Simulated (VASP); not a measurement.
# BiTe (R-3m) in VASP: a series of runs

BiTe is run at these levels: PBE; tasks: single point.

Program: VASP 6.6.1. These are calculated values, not measurements. Logs are shortened: lines on timing, memory, paths and dates and some standing lists are left out, and cuts for length are marked.

### Step 1. The cell of the first run

It takes space group R-3m (No. 166, trigonal). Conventional cell: a = 4.845 Å, b = 4.845 Å, c = 9.952 Å, α = 90.00°, β = 90.00°, γ = 120.00°. Within 4.3 Å of Bi (site symmetry -3m) lie 6 Te at 3.25 Å. Within 4.3 Å of Te (site symmetry -3m) lie 6 Bi at 3.25 Å.

### Step 2. Single point, PBE

Contents of INCAR:

```
SYSTEM = BiTe
PREC = Accurate
ENCUT = 520
EDIFF = 1E-6
ISMEAR = -1
SIGMA = 0.02
LREAL = .False.
LASPH = .True.
NELM = 80
ALGO = Normal
ISIF = 2
LWAVE = .False.
LCHARG = .False.
GGA = PE
NBANDS = 18
```

Contents of KPOINTS:

```
regular mesh
0
Gamma
  8 8 8
  0 0 0
```

Contents of POSCAR:

```
BiTe
1.0
    2.4227100000      1.3987500000      3.3172900000
   -2.4227100000      1.3987500000      3.3172900000
    0.0000000000     -2.7975000000      3.3172900000
Bi Te
1 1
Direct
    0.5000000000      0.5000000000      0.5000000000
    0.0000000000      0.0000000000      0.0000000000
```

Potentials or basis: VASP PAW PBE potentials, release 64 (Bi_d, Te).

Command:

```sh
$ cat potpaw_PBE.64/Bi_d/POTCAR potpaw_PBE.64/Te/POTCAR > POTCAR
$ mpirun -np 1 vasp_std > vasp.out
```

OUTCAR:

```text
SYSTEM = BiTe
   PREC = Accurate
   ENCUT = 520
   EDIFF = 1E-6
   ISMEAR = -1
   LREAL = .False.
   LASPH = .True.
   NELM = 80
   ISIF = 2
   GGA = PE

 ion  position               nearest neighbor table
   1  0.500  0.500  0.500-   2 3.25   2 3.25   2 3.25   2 3.25   2 3.25   2 3.25
   2  0.000  0.000  0.000-   1 3.25   1 3.25   1 3.25   1 3.25   1 3.25   1 3.25

  LATTYP: Found a trigonal (rhomboedric) cell.
 ALAT       =     4.3394052877
 COS(alpha) =     0.3765919129

  Lattice vectors:

 A1 = (   2.4227100000,   1.3987500000,   3.3172900000)
 A2 = (  -2.4227100000,   1.3987500000,   3.3172900000)
 A3 = (   0.0000000000,  -2.7975000000,   3.3172900000)

Analysis of symmetry for initial positions (statically):
=====================================================================
 Subroutine PRICEL returns:
 Original cell was already a primitive cell.

 Routine SETGRP: Setting up the symmetry group for a
 trigonal (rhombohedral) supercell.

 Subroutine GETGRP returns: Found 12 space group operations
 (whereof 12 operations were pure point group operations)
 out of a pool of 12 trial point group operations.

The static configuration has the point symmetry D_3d.

Analysis of symmetry for dynamics (positions and initial velocities):
=====================================================================
 Subroutine PRICEL returns:
 Original cell was already a primitive cell.

 Routine SETGRP: Setting up the symmetry group for a
 trigonal (rhombohedral) supercell.

 Subroutine GETGRP returns: Found 12 space group operations
 (whereof 12 operations were pure point group operations)
 out of a pool of 12 trial point group operations.

The dynamic configuration has the point symmetry D_3d.

 Subroutine INISYM returns: Found 12 space group operations
 (whereof 12 operations are pure point group operations),
 and found     1 'primitive' translations

----------------------------------------------------------------------------------------

                                     Primitive cell

  volume of cell :      67.4491

  direct lattice vectors                    reciprocal lattice vectors
     2.422710000  1.398750000  3.317290000     0.206380458  0.119154007  0.100483628
    -2.422710000  1.398750000  3.317290000    -0.206380458  0.119154007  0.100483628
     0.000000000 -2.797500000  3.317290000     0.000000000 -0.238308013  0.100483628

  length of vectors
     4.339405288  4.339405288  4.339403092     0.258626237  0.258626237  0.258626504

  position of ions in fractional coordinates (direct lattice)
     0.500000000  0.500000000  0.500000000
     0.000000000  0.000000000  0.000000000

  ion indices of the primitive-cell ions
   primitive index   ion index
                 1           1
                 2           2

----------------------------------------------------------------------------------------

 KPOINTS: regular mesh

Automatic generation of k-mesh.
 Grid dimensions read from file:
 generate k-points for:    8    8    8

 Generating k-lattice:

  Cartesian coordinates                     Fractional coordinates (reciprocal lattice)
     0.025797557  0.014894251  0.012560453     0.125000000 -0.000000000  0.000000000
    -0.025797557  0.014894251  0.012560453    -0.000000000  0.125000000  0.000000000
     0.000000000 -0.029788502  0.012560453     0.000000000  0.000000000  0.125000000

  Length of vectors
     0.032328280  0.032328280  0.032328313

  Shift w.r.t. Gamma in fractional coordinates (k-lattice)
     0.000000000  0.000000000  0.000000000

 Subroutine IBZKPT returns following result:
 ===========================================

 Found     65 irreducible k-points:

 Following reciprocal coordinates:
            Coordinates               Weight
  0.000000  0.000000  0.000000      1.000000
  0.125000  0.000000  0.000000      6.000000
  0.250000  0.000000  0.000000      6.000000
  0.375000  0.000000  0.000000      6.000000
  0.500000  0.000000  0.000000      3.000000
  0.125000  0.125000  0.000000      6.000000
[... 16 lines left out ...]
  0.250000  0.125000  0.125000      6.000000
  0.375000  0.125000  0.125000      6.000000
 [... further k-points ...]
   k-points           NKPTS =     65   k-points in BZ     NKDIM =     65   number of bands    NBANDS=     18
   number of dos      NEDOS =    301   number of ions     NIONS =      2
   total plane-waves  NPLWV =  32768
   dimension x,y,z NGX =    32 NGY =   32 NGZ =   32
   dimension x,y,z NGXF=    64 NGYF=   64 NGZF=   64
   ions per type =               1   1
   NGX,Y,Z   is equivalent  to a cutoff of  12.26, 12.26, 12.26 a.u.
   NGXF,Y,Z  is equivalent  to a cutoff of  24.52, 24.52, 24.52 a.u.
 SYSTEM =  BiTe
   PREC   = accura    normal or accurate (medium, high low for compatibility)
   ISTART =      0    job   : 0-new  1-cont  2-samecut
   ICHARG =      2    charge: 1-file 2-atom 10-const
   ISPIN  =      1    spin polarized calculation?
   LNONCOLLINEAR =      F non collinear calculations
   LSORBIT =      F    spin-orbit coupling
   LASPH  =      T    aspherical Exc in radial PAW
   ENCUT  =  520.0 eV  38.22 Ry    6.18 a.u.   8.07  8.07  8.07*2*pi/ulx,y,z
   NELM   =     80;   NELMIN=  2; NELMDL= -5     # of ELM steps
   EDIFF  = 0.1E-05   stopping-criterion for ELM
   LREAL  =      F    real-space projection
   EDIFFG = 0.1E-04   stopping-criterion for IOM
   NSW    =      0    number of steps for IOM
   IBRION =     -1    ionic relax: 0-MD 1-quasi-New 2-CG
   NFREE  =      0    steps in history (QN), initial steepest desc. (CG)
   ISIF   =      2    stress and relaxation
   ISYM   =      2    0-nonsym 1-usesym 2-fastsym
   POTIM  = 0.5000    time-step for ionic-motion
   TEBEG  =    0.0;   TEEND  =   0.0 temperature during run
   PSTRESS=    0.0 pullay stress
   NELECT =      21.0000    total number of electrons
   NUPDOWN=      -1.0000    fix difference up-down
   EMIN   =  10.00;   EMAX   =-10.00  energy-range for DOS
   EFERMI =   0.00;   METHOD = LEGACY
   ISMEAR =    -1;   SIGMA  =   0.02  broadening in eV -4-tet -1-fermi 0-gaus
   EFERMI_NEDOS =   21; number of points for ismear=-14 and -15
   IALGO  =     38    algorithm
   IMIX   =      4    mixing-type and parameters
     AMIX     =   0.40;   BMIX     =  1.00
     AMIX_MAG =   1.60;   BMIX_MAG =  1.00
  volume/ion in A,a.u.               =      33.72       227.58
  Fermi-wavevector in a.u.,A,eV,Ry     =   1.109573  2.096789 16.750841  1.231152
  Thomas-Fermi vector in A             =   2.246114
   LORBIT       =      0    0 simple, 1 ext, 2 COOP (PROOUT), +10 PAW based schemes
   GGA     = PE    functional components
   LHFCALC =     F    Hartree Fock is set to
   AEXX    =    0.0000 exact exchange contribution
   IVDW    =     0    specifies the selected vdW correction
   LEPSILON=     F    determine dielectric tensor
   LRPA    =     F    only Hartree local field effects (RPA)
 non-spin polarized calculation
  energy-cutoff  :      520.00
  volume of cell :       67.45
 maximum number of plane-waves:      1830
   NGX = 17   NGY = 17   NGZ = 17

 number of electron      20.9999996 magnetization

 Free energy of the ion-electron system (eV)
  ---------------------------------------------------
  ext. energy  EPLUGINS =         0.00000000
  ---------------------------------------------------
  free energy    TOTEN  =        -7.18586526 eV

  energy without entropy =       -7.18326863  energy(sigma->0) =       -7.18456695

 E-fermi :   6.7098     XC(G=0):  -9.4768

 val. band max:        6.7051106747   @ k =  -0.1250   0.1250   0.1250
 cond. band min:       6.7427562718   @ k =  -0.3750   0.3750   0.3750
 fundamental gap:      0.0376455972
 Fermi energy:         6.7098008161

 k-point     1 :       0.0000    0.0000    0.0000
  band No.  band energies     occupation
      1     -16.5501      2.00000
      2     -16.5501      2.00000
      3     -16.5421      2.00000
      4     -16.5421      2.00000
      5     -16.5296      2.00000
      6      -6.8106      2.00000
[... 10 lines left out ...]
     17      13.3162      0.00000
     18      13.5509      0.00000

 k-point     2 :       0.1250    0.0000    0.0000
  band No.  band energies     occupation
      1     -16.5498      2.00000
      2     -16.5497      2.00000
      3     -16.5430      2.00000
      4     -16.5412      2.00000
      5     -16.5293      2.00000
      6      -6.6777      2.00000
[... 10 lines left out ...]
     17      13.7308      0.00000
     18      14.1529      0.00000

 k-point     3 :       0.2500    0.0000    0.0000
  band No.  band energies     occupation
      1     -16.5498      2.00000
      2     -16.5489      2.00000
      3     -16.5450      2.00000
      4     -16.5391      2.00000
      5     -16.5281      2.00000
      6      -6.2839      2.00000
[... 10 lines left out ...]
     17      15.1028      0.00000
     18      15.7309      0.00000

 k-point     4 :       0.3750    0.0000    0.0000
  band No.  band energies     occupation
      1     -16.5501      2.00000
      2     -16.5490      2.00000
      3     -16.5459      2.00000
      4     -16.5375      2.00000
      5     -16.5258      2.00000
      6      -5.6477      2.00000
[... 10 lines left out ...]
     17      15.6642      0.00000
     18      15.8181      0.00000

 k-point     5 :       0.5000    0.0000    0.0000
  band No.  band energies     occupation
      1     -16.5503      2.00000
      2     -16.5495      2.00000
      3     -16.5458      2.00000
      4     -16.5370      2.00000
      5     -16.5246      2.00000
      6      -4.9055      2.00000
[... 10 lines left out ...]
     17      14.5185      0.00000
     18      17.3248      0.00000

 k-point     6 :       0.1250    0.1250    0.0000
  band No.  band energies     occupation
      1     -16.5505      2.00000
      2     -16.5491      2.00000
      3     -16.5431      2.00000
      4     -16.5403      2.00000
      5     -16.5294      2.00000
      6      -6.6236      2.00000
[... 10 lines left out ...]
     17      13.3425      0.00000
     18      13.7427      0.00000

 k-point     7 :       0.2500    0.1250    0.0000
  band No.  band energies     occupation
      1     -16.5510      2.00000
      2     -16.5485      2.00000
      3     -16.5443      2.00000
      4     -16.5379      2.00000
      5     -16.5285      2.00000
      6      -6.3120      2.00000
[... 10 lines left out ...]
     17      14.0494      0.00000
     18      14.7640      0.00000

 k-point     8 :       0.3750    0.1250    0.0000
  band No.  band energies     occupation
      1     -16.5514      2.00000
      2     -16.5487      2.00000
      3     -16.5451      2.00000
      4     -16.5364      2.00000
      5     -16.5262      2.00000
      6      -5.7613      2.00000
[... 10 lines left out ...]
     17      15.5965      0.00000
     18      16.2072      0.00000
[... 229 lines left out ...]
     17      15.7437      0.00000
     18      16.8336      0.00000

 k-point    20 :      -0.3750    0.3750    0.0000
  band No.  band energies     occupation
      1     -16.5562      2.00000
      2     -16.5479      2.00000
      3     -16.5443      2.00000
      4     -16.5298      2.00000
      5     -16.5262      2.00000
      6      -4.7066      2.00000
[... 10 lines left out ...]
     17      15.9785      0.00000
     18      16.8003      0.00000

 k-point    21 :       0.5000    0.5000    0.0000
  band No.  band energies     occupation
      1     -16.5600      2.00000
      2     -16.5463      2.00000
      3     -16.5450      2.00000
      4     -16.5263      2.00000
      5     -16.5255      2.00000
      6      -5.0217      2.00000
[... 10 lines left out ...]
     17      16.8741      0.00000
     18      16.8769      0.00000

 k-point    22 :       0.1250    0.1250    0.1250
  band No.  band energies     occupation
      1     -16.5501      2.00000
      2     -16.5501      2.00000
      3     -16.5409      2.00000
      4     -16.5409      2.00000
      5     -16.5299      2.00000
      6      -6.6434      2.00000
[... 10 lines left out ...]
     17      14.1359      0.00000
     18      14.6253      0.00000

 k-point    23 :       0.2500    0.1250    0.1250
  band No.  band energies     occupation
      1     -16.5506      2.00000
      2     -16.5500      2.00000
      3     -16.5423      2.00000
      4     -16.5376      2.00000
      5     -16.5293      2.00000
      6      -6.4044      2.00000
[... 10 lines left out ...]
     17      13.8479      0.00000
     18      16.0555      0.00000

 k-point    24 :       0.3750    0.1250    0.1250
  band No.  band energies     occupation
      1     -16.5507      2.00000
      2     -16.5505      2.00000
      3     -16.5433      2.00000
      4     -16.5360      2.00000
      5     -16.5270      2.00000
      6      -5.9209      2.00000
[... 10 lines left out ...]
     17      15.1081      0.00000
     18      17.3244      0.00000

 [... further k-points ...]
[... 5 lines left out ...]
  --------------------------------------------------------------------------------------
  -------------------------------------------------------------------------------------
  Total       -0.1066380     -0.1066376      0.0239385     -0.0000000      0.0000000      0.0000000
  in kB       -2.5330648     -2.5330566      0.5686313     -0.0000000      0.0000000      0.0000000
  external PRESSURE =      -1.4991633 kB  Pullay stress =       0.0000000 kB

 VOLUME and BASIS-vectors are now :
 -----------------------------------------------------------------------------
  energy-cutoff  :      520.00
  volume of cell :       67.45
      direct lattice vectors                 reciprocal lattice vectors
     2.422710000  1.398750000  3.317290000     0.206380458  0.119154007  0.100483628
    -2.422710000  1.398750000  3.317290000    -0.206380458  0.119154007  0.100483628
     0.000000000 -2.797500000  3.317290000     0.000000000 -0.238308013  0.100483628

 POSITION                                       TOTAL-FORCE (eV/Angst)
 -----------------------------------------------------------------------------------
      0.00000      0.00000      4.97593        -0.000000     -0.000000      0.000000
      0.00000      0.00000      0.00000         0.000000      0.000000     -0.000000
 -----------------------------------------------------------------------------------
    total drift:                               -0.000000      0.000000     -0.000000

  FREE ENERGIE OF THE ION-ELECTRON SYSTEM (eV)
  ---------------------------------------------------
  free  energy   TOTEN  =        -7.1858652606 eV

  energy  without entropy=       -7.1832686342  energy(sigma->0) =       -7.18456695
```

Run time: 21 s. Hardware: 1 thread of Intel Xeon 6975P-C (Granite Rapids), shared host; peak memory 0.22 GiB.

What came out:

| Property | Result |
| --- | --- |
| Free energy | -7.1859 eV |
| Pressure | -0.1 GPa |

Stress tensor (GPa, compression positive):
```
-0.25  0.00  0.00
 0.00 -0.25  0.00
 0.00  0.00  0.06
```

Caveat: spin-orbit coupling is left out, which moves the levels of the heavy elements.

(Part 1 of 2 ends here.)
